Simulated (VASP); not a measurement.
# V (Im-3m) in VASP: settings compared

V is run at these levels: PBE+U, PBE+D3(BJ)+U; tasks: single point.

All numbers are computed with VASP 6.6.1; they aren't measurements. Logs are shortened: lines on timing, memory, paths and dates and some standing lists are left out, and cuts for length are marked.

### 1 The cell of the first run

It takes space group Im-3m (No. 229, cubic). The conventional cell has a = 3.026 Å, b = 3.026 Å, c = 3.026 Å, α = 90.00°, β = 90.00°, γ = 90.00°. Within 3.5 Å of V (site symmetry m-3m) lie 14 V at 2.62 to 3.03 Å.

### 2 Single point, PBE+U, collinear spin, ferromagnetic start

Input file INCAR:

```
  PREC = Accurate
  ENCUT = 500
  EDIFF = 1E-6
  ISMEAR = 0
  SIGMA = 0.1
  LREAL = F
  LASPH = T
  NELM = 200
  ALGO = Normal
  ISIF = 2
  LWAVE = F
  LCHARG = F
  ISPIN = 2
  MAGMOM = 0.51
  LORBIT = 11
  LMAXMIX = 4
  LDAU = T
  LDAUTYPE = 2
  LDAUL = 2
  LDAUU = 5.6
  LDAUJ = 0
  LDAUPRINT = 1
  GGA = PE
  NBANDS = 16
  GGA_COMPAT = F
```

Input file KPOINTS:

```
regular mesh
0
Gamma
  6 6 6
```

Input file POSCAR:

```
V
1.0
   -1.5130000000      1.5130000000      1.5130000000
    1.5130000000     -1.5130000000      1.5130000000
    1.5130000000      1.5130000000     -1.5130000000
V
1
Direct
    0.0000000000      0.0000000000      0.0000000000
```

Potentials or basis: VASP PAW PBE potentials, release 64 (V_sv).

Command:

```bash
> cat potpaw_PBE.64/V_sv/POTCAR > POTCAR
> mpirun -np 1 vasp_std > vasp.out
```

OUTCAR:

```text
PREC = Accurate
   ENCUT = 500
   EDIFF = 1E-6
   ISMEAR = 0
   LREAL = F
   LASPH = T
   NELM = 200
   ISIF = 2
   ISPIN = 2
   LORBIT = 11
   GGA = PE

 ion  position               nearest neighbor table
   1  0.000  0.000  0.000-

  LATTYP: Found a body centered cubic cell.
 ALAT       =     3.0260000000

  Lattice vectors:

 A1 = (  -1.5130000000,   1.5130000000,   1.5130000000)
 A2 = (   1.5130000000,  -1.5130000000,   1.5130000000)
 A3 = (   1.5130000000,   1.5130000000,  -1.5130000000)

Analysis of symmetry for initial positions (statically):
=====================================================================
 Subroutine PRICEL returns:
 Original cell was already a primitive cell.

 Routine SETGRP: Setting up the symmetry group for a
 body centered cubic supercell.

 Subroutine GETGRP returns: Found 48 space group operations
 (whereof 48 operations were pure point group operations)
 out of a pool of 48 trial point group operations.

The static configuration has the point symmetry O_h .

Analysis of symmetry for dynamics (positions and initial velocities):
=====================================================================
 Subroutine PRICEL returns:
 Original cell was already a primitive cell.

 Routine SETGRP: Setting up the symmetry group for a
 body centered cubic supercell.

 Subroutine GETGRP returns: Found 48 space group operations
 (whereof 48 operations were pure point group operations)
 out of a pool of 48 trial point group operations.

The dynamic configuration has the point symmetry O_h .

Analysis of structural, dynamic, and magnetic symmetry:
=====================================================================
 Subroutine PRICEL returns:
 Original cell was already a primitive cell.

 Routine SETGRP: Setting up the symmetry group for a
 body centered cubic supercell.

 Subroutine GETGRP returns: Found 48 space group operations
 (whereof 48 operations were pure point group operations)
 out of a pool of 48 trial point group operations.

The overall configuration has the point symmetry O_h .

 Subroutine INISYM returns: Found 48 space group operations
 (whereof 48 operations are pure point group operations),
 and found     1 'primitive' translations

[... 151 lines left out ...]
  o =  0.1302  v = -0.0000 -0.0000 -0.0000 -0.0000 -1.0000  0.0000  0.0000  0.0000  0.0000  0.0000      0.0000  0.0000  0.0000  0.0000  0.0000  0.0000  0.0000  0.0000  0.0000  0.0000
  o =  0.2403  v =  0.0000  0.0000  0.0000  0.0000  0.0000 -0.0000  0.0000 -1.0000 -0.0000  0.0001      0.0000  0.0000  0.0000  0.0000  0.0000  0.0000  0.0000  0.0000  0.0000  0.0000
  o =  0.2403  v =  0.0000  0.0000  0.0000  0.0000  0.0000  0.0000 -0.0000  0.0001 -0.0000  1.0000      0.0000  0.0000  0.0000  0.0000  0.0000  0.0000  0.0000  0.0000  0.0000  0.0000
  o =  0.7064  v =  1.0000  0.0000  0.0000 -0.0000 -0.0000  0.0000  0.0000  0.0000  0.0000  0.0000      0.0000  0.0000  0.0000  0.0000  0.0000  0.0000  0.0000  0.0000  0.0000  0.0000
  o =  0.7064  v = -0.0000  0.3937 -0.0000 -0.9192  0.0000  0.0000  0.0000  0.0000  0.0000  0.0000      0.0000  0.0000  0.0000  0.0000  0.0000  0.0000  0.0000  0.0000  0.0000  0.0000
  o =  0.7064  v = -0.0000 -0.9192 -0.0000 -0.3937 -0.0000  0.0000  0.0000  0.0000  0.0000  0.0000      0.0000  0.0000  0.0000  0.0000  0.0000  0.0000  0.0000  0.0000  0.0000  0.0000

 number of electron      12.9999995 magnetization       1.9043491

 Free energy of the ion-electron system (eV)
  ---------------------------------------------------
  ext. energy  EPLUGINS =         0.00000000
  ---------------------------------------------------
  free energy    TOTEN  =        -3.56994432 eV

  energy without entropy =       -3.56338405  energy(sigma->0) =       -3.56666418

 E-fermi :  10.6320     XC(G=0): -12.6653

 val. band max:       10.6045946793   @ k =   0.3333   0.1667   0.0000
 cond. band min:      10.6730015695   @ k =   0.5000   0.0000   0.0000
 fundamental gap:      0.0684068902
 Fermi energy:        10.6320453589

 spin component 1

 k-point     1 :       0.0000    0.0000    0.0000
  band No.  band energies     occupation
      1     -54.7376      1.00000
      2     -28.0929      1.00000
      3     -28.0928      1.00000
      4     -28.0928      1.00000
      5       2.5452      1.00000
      6       7.9013      1.00000
[... 280 lines left out ...]
      2     -28.6736      1.00000
      3     -28.6735      1.00000
      4     -28.6735      1.00000
      5       8.0268      1.00000
      6       8.0271      1.00000
[... 8 lines left out ...]
     15      30.5281      0.00000
     16      40.2206      0.00000
 Fermi energy:        10.6320453589

 spin component 2

 k-point     1 :       0.0000    0.0000    0.0000
  band No.  band energies     occupation
      1     -53.0564      1.00000
      2     -26.4270      1.00000
      3     -26.4270      1.00000
      4     -26.4270      1.00000
      5       3.2670      1.00000
      6      13.6431      0.00000
[... 281 lines left out ...]
      3     -26.9940      1.00000
      4     -26.9940      1.00000
      5       7.9061      1.00000
      6       7.9061      1.00000
[... 8 lines left out ...]
     15      30.8620      0.00000
     16      42.8117      0.00000

------------------------ aborting loop because EDIFF is reached ----------------------------------------

  FORCE on cell =-STRESS in cart. coord.  units (eV):
  Direction    XX          YY          ZZ          XY          YZ          ZX
  --------------------------------------------------------------------------------------
  -------------------------------------------------------------------------------------
  Total        3.7390315      3.7390315      3.7390315      0.0000000     -0.0000000      0.0000000
  in kB      432.4072165    432.4072165    432.4072165      0.0000000     -0.0000000      0.0000000
  external PRESSURE =     432.4072165 kB  Pullay stress =       0.0000000 kB

 VOLUME and BASIS-vectors are now :
 -----------------------------------------------------------------------------
  energy-cutoff  :      500.00
  volume of cell :       13.85
      direct lattice vectors                 reciprocal lattice vectors
    -1.513000000  1.513000000  1.513000000     0.000000000  0.330469266  0.330469266
     1.513000000 -1.513000000  1.513000000     0.330469266  0.000000000  0.330469266
     1.513000000  1.513000000 -1.513000000     0.330469266  0.330469266  0.000000000

 POSITION                                       TOTAL-FORCE (eV/Angst)
 -----------------------------------------------------------------------------------
      0.00000      0.00000      0.00000         0.000000      0.000000      0.000000
 -----------------------------------------------------------------------------------
    total drift:                               -0.000000     -0.000000      0.000000

  FREE ENERGIE OF THE ION-ELECTRON SYSTEM (eV)
  ---------------------------------------------------
  free  energy   TOTEN  =        -3.5699443158 eV

  energy  without entropy=       -3.5633840497  energy(sigma->0) =       -3.56666418

 total charge

# of ion       s       p       d       tot
------------------------------------------
    1        2.350   6.262   2.987  11.599

 magnetization (x)

# of ion       s       p       d       tot
------------------------------------------
    1        0.005   0.048   1.738   1.791
```

stdout:

```text
POSCAR found type information on POSCAR V
 POSCAR found :  1 types and       1 ions
 scaLAPACK will be used
 LDA part: xc-table for (Slater+PW92), standard interpolation
 POSCAR, INCAR and KPOINTS ok, starting setup
 FFT: planning ... GRIDC
 FFT: planning ... GRID_SOFT
 FFT: planning ... GRID
 WAVECAR not read
 entering main loop
```

Wall time 72 s (1 thread of AMD EPYC 7R43 (Zen 3), shared host); peak memory 0.09 GiB.

Results:

- Free energy: -3.5699 eV
- Pressure: 43.2 GPa
- Net moment: 1.90 μB per cell
- Site moments: V +1.79 μB
- Valence electrons inside the program's atomic spheres: V 11.60

Eigenvalues of the final occupation matrices:
| site | spin | trace | eigenvalues |
| --- | --- | --- | --- |
| site 1 d | 1 | 2.38 | 0.13 0.13 0.71 0.71 0.71 |
| site 1 d | 2 | 0.63 | 0.05 0.05 0.05 0.24 0.24 |

Caveat: the k points lie up to 0.49 Å⁻¹ apart; the U is typed as a test and isn't derived for this compound. The state reached can hang on the start; a lower one may exist.

### 3 Single point, PBE+D3(BJ)+U, collinear spin, ferromagnetic start

Input file INCAR:

```
SYSTEM = V
ALGO = Normal ; EDIFF = 1E-6
ENCUT = 500 ; GGA = PE
GGA_COMPAT = .False. ; ISIF = 2
ISMEAR = 0 ; ISPIN = 2
IVDW = 12 ; LASPH = .True.
LCHARG = .True. ; LDAU = .True.
LDAUJ = 0 ; LDAUL = 2
LDAUPRINT = 1 ; LDAUTYPE = 2
LDAUU = 4.9 ; LELF = .True.
LMAXMIX = 4 ; LORBIT = 11
LREAL = .False. ; LVHAR = .True.
LWAVE = .False. ; MAGMOM = 0.51
NBANDS = 16 ; NELM = 200
PREC = Accurate ; SIGMA = 0.1
```

Input file KPOINTS:

```
k-points
0
Gamma
  6 6 6
  0 0 0
```

POSCAR is that of step 2.

Potentials or basis: VASP PAW PBE potentials, release 64 (V_sv).

Command:

```bash
> cat potpaw_PBE.64/V_sv/POTCAR > POTCAR
> mpirun -np 1 vasp_std > vasp.out
```

It took 19 s on 1 thread of AMD EPYC 7R43 (Zen 3), shared host; peak memory 0.1 GiB.

It converged, with:

| Property | Result |
| --- | --- |
| Free energy | -4.7752 eV |
| Pressure | 14.6 GPa |
| Net moment | 1.17 μB per cell |
| Site moments | V +1.11 μB |
| Valence electrons inside the program's atomic spheres | V 11.54 |
| Dispersion energy per atom | -0.659 eV |

Levels at points of the mesh, in eV from the Fermi level:
Spin up:
```tsv
k point	band 4	band 5	band 6	band 7	band 8	band 9	band 10	band 11
(0.00, 0.00, 0.00)	-38.89	-7.83	-1.86	-1.86	-1.86	2.57	2.57	18.99
(0.50, 0.00, 0.00)	-38.90	-4.52	-3.25	0.27	1.63	1.84	2.90	8.26
(0.50, 0.50, 0.50)	-39.46	-2.87	-2.87	1.27	1.27	1.27	8.41	8.41
```
Spin down:
| k point | band 4 | band 5 | band 6 | band 7 | band 8 | band 9 |
| --- | --- | --- | --- | --- | --- | --- |
| (0.00, 0.00, 0.00) | -37.86 | -7.42 | 1.73 | 1.73 | 1.73 | 2.18 |
| (0.50, 0.00, 0.00) | -37.86 | -2.99 | 0.09 | 0.59 | 2.60 | 2.67 |
| (0.50, 0.50, 0.50) | -38.41 | -3.20 | -3.20 | 4.94 | 4.94 | 4.94 |

Eigenvalues of the final occupation matrices:
```
    site  spin  trace               eigenvalues
site 1 d     1   2.01  0.16 0.16 0.56 0.56 0.56
site 1 d     2   0.92  0.12 0.12 0.12 0.28 0.28
```

Caveat: the k points lie up to 0.49 Å⁻¹ apart; the U is typed as a test and isn't derived for this compound. The state reached can hang on the start; a lower one may exist.
